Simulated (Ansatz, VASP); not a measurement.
**TiO2 in VASP and in Ansatz**

INCAR

```
SYSTEM = TiO2
PREC     = Accurate       ! precision mode
ENCUT    = 520            ! plane-wave cutoff, eV
EDIFF    = 1E-6           ! SCF threshold, eV
ISMEAR   = 0              ! smearing method
SIGMA    = 0.01           ! smearing width, eV
LREAL    = .False.        ! projectors in reciprocal space
LASPH    = .True.         ! aspherical terms in the spheres
NELM     = 100            ! most SCF steps
ALGO     = Normal         ! electronic algorithm
ISIF     = 2              ! what is computed and relaxed
LWAVE    = .False.        ! write WAVECAR
LCHARG   = .True.         ! write CHGCAR
GGA      = PS             ! functional
LELF     = .True.         ! ELF
LVHAR    = .True.       
NBANDS   = 33             ! bands
```

Contents of KPOINTS:

```
Automatic mesh
0
Gamma
  6 6 4
  0 0 0
```

The input POSCAR:

```
TiO2
1.0
    2.6570452103     -2.6576549680      0.0000000000
    2.6570452103      2.6576549680      0.0000000000
   -2.5858547711      0.0000000000      4.7098008992
Ti O
2 4
Direct
    0.1341100000      0.8658900000      0.2500000000
    0.8658900000      0.1341100000      0.7500000000
    0.3312210000      0.0887550000      0.6671490000
    0.6687790000      0.9112450000      0.3328510000
    0.9112450000      0.6687790000      0.8328510000
    0.0887550000      0.3312210000      0.1671490000
```

Input for Ansatz:

```yaml
crystal:
  lattice:
    - [2.6570452102973543, -2.657654968000175, 0.0]
    - [2.6570452102973543, 2.657654968000175, 0.0]
    - [-2.5858547711224626, 0.0, 4.709800899170177]
  atoms:
    - { symbol: Ti, position: [0.13411, 0.86589, 0.25] }
    - { symbol: Ti, position: [0.86589, 0.13411, 0.75] }
    - { symbol: O, position: [0.331221, 0.088755, 0.667149] }
    - { symbol: O, position: [0.668779, 0.911245, 0.332851] }
    - { symbol: O, position: [0.911245, 0.668779, 0.832851] }
    - { symbol: O, position: [0.088755, 0.331221, 0.167149] }
basis:
  ecutwfc: 500.0
kpoints:
  mp_grid:
    grid: [6, 6, 4]
hamiltonian:
  xc: pbesol
scf:
  occupations:
    method: fixed
output:
  stress: true
```

Alike in both runs: task single point; functional PBEsol; k mesh 6 × 6 × 4; no spin polarisation.

|  | VASP | Ansatz |
| --- | --- | --- |
| version | VASP 6.6.1 | Ansatz 0.2.0 |
| potentials or method | VASP PAW PBE potentials, release 64 (Ti_sv, O), cutoff 520 eV | plane waves, PAW |
| occupations | gaussian, width 0.01 eV | fixed |
| valence electrons in the cell | 48 | 48 |

Ansatz gave:

| Quantity | Value |
| --- | --- |
| pressure (GPa) | 4.2 |
| traceless stress, the component that is largest in VASP (GPa) | 0.55 |

Problem. Which values does VASP return?

Solution. Pressure (GPa): 4.9; traceless stress, the component that is largest in VASP (GPa): 0.61.

VASP's potentials were made for PBE, not for PBEsol.
